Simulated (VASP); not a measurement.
# Al8N7 (a cell with a defect) in VASP: a series of runs, part 3 of 3

VASP 6.6.1. The steps go on from the part before.

## 6. Relaxation of the atoms, PBE (atoms taken out)

File INCAR:

```
PREC     = Accurate       # precision mode
ENCUT    = 520            # plane-wave cutoff, eV
EDIFF    = 1E-6           # SCF threshold, eV
ISMEAR   = 0              # smearing method
SIGMA    = 0.01           # smearing width, eV
LREAL    = Auto         
LASPH    = T              # aspherical terms in the spheres
NELM     = 100            # most SCF steps
ALGO     = Normal         # electronic algorithm
ISIF     = 2              # what is computed and relaxed
LWAVE    = F              # write WAVECAR
LCHARG   = F              # write CHGCAR
GGA      = PE             # functional
IBRION   = 2              # ionic algorithm
NSW      = 65             # ionic steps
EDIFFG   = -0.025         # ionic threshold
NELECT   = 58.0
```

File KPOINTS:

```
regular mesh
0
Gamma
  4 4 4
```

File POSCAR:

```
Al8N7
1.0
    0.0000000000      4.4031742015     -4.4031742015
    4.4031742015      4.4031742015      0.0000000000
    4.4031742015      0.0000000000     -4.4031742015
Al N
8 7
Direct
    0.0011472923      0.0011472923      0.4965581232
   -0.0015683448      0.5005227816      0.5005227816
    0.5005227816     -0.0015683448      0.5005227816
    0.5005227816      0.5005227816      0.5005227816
    0.0011472923      0.0011472923      1.0011472923
    0.0011472923      0.4965581232      1.0011472923
    0.4965581232      0.0011472923      1.0011472923
    0.5005227816      0.5005227816      0.9984316552
    0.1255819322      0.6244180678      0.1255819322
    0.6244180678      0.1255819322      0.1255819322
    0.6244180678      0.6244180678      0.1255819322
    0.1255819322      0.1255819322      0.6244180678
    0.1255819322      0.6244180678      0.6244180678
    0.6244180678      0.1255819322      0.6244180678
    0.6250000000      0.6250000000      0.6250000000
```

Potentials or basis: VASP PAW PBE potentials, release 64 (Al, N).

Started as:

```sh
cat potpaw_PBE.64/Al/POTCAR potpaw_PBE.64/N/POTCAR > POTCAR
mpirun -np 1 vasp_std > vasp.out
```

OUTCAR:

```text
PREC = Accurate
   ENCUT = 520
   EDIFF = 1E-6
   ISMEAR = 0
   LREAL = Auto
   LASPH = T
   NELM = 100
   ISIF = 2
   GGA = PE
   IBRION = 2
   NSW = 65
   EDIFFG = -0.025
   NELECT = 58.0

 ion  position               nearest neighbor table
   1  0.001  0.001  0.497-  12 1.92  13 1.92  14 1.92   5 3.08   6 3.08   7 3.08   2 3.11   3 3.11
                             4 3.11   4 3.11   3 3.11   2 3.11   7 3.14   5 3.14   6 3.14
   2  0.998  0.501  0.501-  15 1.90  12 1.91   9 1.91  13 1.91   4 3.10   8 3.10   3 3.10   6 3.11
                             1 3.11   5 3.11   5 3.11   6 3.11   1 3.11   8 3.13   3 3.13   4 3.13
   3  0.501  0.998  0.501-  15 1.90  12 1.91  10 1.91  14 1.91   4 3.10   8 3.10   2 3.10   7 3.11
                             1 3.11   5 3.11   5 3.11   7 3.11   1 3.11   8 3.13   4 3.13   2 3.13
   4  0.501  0.501  0.501-  15 1.90  13 1.91  14 1.91  11 1.91   3 3.10   8 3.10   2 3.10   6 3.11
                             1 3.11   7 3.11   6 3.11   7 3.11   1 3.11   8 3.13   3 3.13   2 3.13
   5  0.001  0.001  0.001-   9 1.92  10 1.92  12 1.92   1 3.08   6 3.08   7 3.08   2 3.11   3 3.11
                             2 3.11   8 3.11   3 3.11   8 3.11   6 3.14   7 3.14   1 3.14
   6  0.001  0.497  0.001-   9 1.92  11 1.92  13 1.92   1 3.08   5 3.08   7 3.08   8 3.11   2 3.11
[... 403 lines left out ...]
--------------------------------------- Ionic step        5  -------------------------------------------

 number of electron      58.0000006 magnetization

 Free energy of the ion-electron system (eV)
  ---------------------------------------------------
  ext. energy  EPLUGINS =         0.00000000
  ---------------------------------------------------
  free energy    TOTEN  =      -113.77249928 eV

  energy without entropy =     -113.77249928  energy(sigma->0) =     -113.77249928

 E-fermi :   6.4986     XC(G=0): -10.5385

 val. band max:        6.4465049324   @ k =  -0.2500   0.5000   0.2500
 cond. band min:       8.0086370383   @ k =   0.5000   0.5000   0.0000
 fundamental gap:      1.5621321059
 Fermi energy:         6.4985564819

 k-point     1 :       0.0000    0.0000    0.0000
  band No.  band energies     occupation
      1      -9.2015      2.00000
      2      -7.4864      2.00000
      3      -7.4864      2.00000
      4      -7.4864      2.00000
      5      -6.8980      2.00000
      6      -6.8813      2.00000
[... 351 lines left out ...]
  FREE ENERGIE OF THE ION-ELECTRON SYSTEM (eV)
  ---------------------------------------------------
  free  energy   TOTEN  =      -113.7724992833 eV

  energy  without entropy=     -113.7724992833  energy(sigma->0) =     -113.77249928

 reached required accuracy - stopping structural energy minimisation
```

CONTCAR:

```text
Al8N7
   1.00000000000000
     0.0000000000000000    4.4031742014999997   -4.4031742014999997
     4.4031742014999997    4.4031742014999997    0.0000000000000000
     4.4031742014999997    0.0000000000000000   -4.4031742014999997
  Al              N
     8     7
Direct
     0.9963115546957688    0.9963115546957688    0.5110653360126887
[... 19 lines left out ...]
  0.00000000E+00  0.00000000E+00  0.00000000E+00
  0.00000000E+00  0.00000000E+00  0.00000000E+00
  0.00000000E+00  0.00000000E+00  0.00000000E+00
  0.00000000E+00  0.00000000E+00  0.00000000E+00
  0.00000000E+00  0.00000000E+00  0.00000000E+00
  0.00000000E+00  0.00000000E+00  0.00000000E+00
  0.00000000E+00  0.00000000E+00  0.00000000E+00
  0.00000000E+00  0.00000000E+00  0.00000000E+00
  0.00000000E+00  0.00000000E+00  0.00000000E+00
  0.00000000E+00  0.00000000E+00  0.00000000E+00
  0.00000000E+00  0.00000000E+00  0.00000000E+00
```

It took 2.6 min on 1 thread of Intel Xeon 6975P-C (Granite Rapids), shared host; peak memory 0.33 GiB.

Results:

```
Free energy                  : -113.7725 eV
Energy gained by relaxing    : 14.9 meV/atom
Ionic steps                  : 5
Largest force after relaxing : 0.005 eV/Å
```

Forces in eV/Å, atoms in the order of the input:
```
Al  -0.001  0.001  0.001
Al   0.002 -0.002  0.002
Al  -0.002 -0.002 -0.002
Al   0.002  0.002 -0.002
Al   0.001  0.001 -0.001
Al  -0.001 -0.001 -0.001
Al   0.001 -0.001  0.001
Al  -0.002  0.002  0.002
N    0.000  0.000  0.005
N   -0.005  0.000  0.000
N    0.000  0.005  0.000
N    0.000 -0.005  0.000
N    0.005  0.000  0.000
N    0.000  0.000 -0.005
N    0.000  0.000  0.000
```

The path:
| step | energy change (eV) | largest force (eV/Å) | pressure (GPa) |
| --- | --- | --- | --- |
| 1 | 0.0000 | 1.4972 | -11.79 |
| 2 | -0.2225 | 0.0514 | -10.02 |
| 3 | -0.2226 | 0.0545 | -9.99 |
| 4 | -0.2228 | 0.0291 | -9.97 |
| 5 | -0.2228 | 0.0053 | -9.97 |

Final structure:
```yaml
crystal:
  lattice:
    - [0.00000, 4.40317, -4.40317]
    - [4.40317, 4.40317, 0.00000]
    - [4.40317, 0.00000, -4.40317]
  atoms:
    - { symbol: Al, position: [0.99631, 0.99631, 0.51107] }
    - { symbol: Al, position: [0.99731, 0.50090, 0.50090] }
    - { symbol: Al, position: [0.50090, 0.99731, 0.50090] }
    - { symbol: Al, position: [0.50090, 0.50090, 0.50090] }
    - { symbol: Al, position: [0.99631, 0.99631, 0.99631] }
    - { symbol: Al, position: [0.99631, 0.51107, 0.99631] }
    - { symbol: Al, position: [0.51107, 0.99631, 0.99631] }
    - { symbol: Al, position: [0.50090, 0.50090, 0.99731] }
    - { symbol: N, position: [0.12597, 0.62403, 0.12597] }
    - { symbol: N, position: [0.62403, 0.12597, 0.12597] }
    - { symbol: N, position: [0.62403, 0.62403, 0.12597] }
    - { symbol: N, position: [0.12597, 0.12597, 0.62403] }
    - { symbol: N, position: [0.12597, 0.62403, 0.62403] }
    - { symbol: N, position: [0.62403, 0.12597, 0.62403] }
    - { symbol: N, position: [0.62500, 0.62500, 0.62500] }
```

Levels at points of the mesh, in eV from the Fermi level:
```tsv
k point	band 27	band 28	band 29	band 30	band 31	band 32
(0.00, 0.00, 0.00)	-1.15	-1.15	-1.15	2.31	2.47	2.47
(0.50, 0.00, 0.00)	-1.29	-1.29	-0.66	1.95	3.58	3.58
(0.50, 0.50, 0.00)	-1.67	-1.62	-0.09	1.51	3.58	3.58
```

Caveat: the cell carries a net charge on a neutralising background, which shifts energy and pressure; the cell differs from its parent crystal (atoms taken out); the cell is charged against a uniform background, so pressure and absolute levels hang on convention.
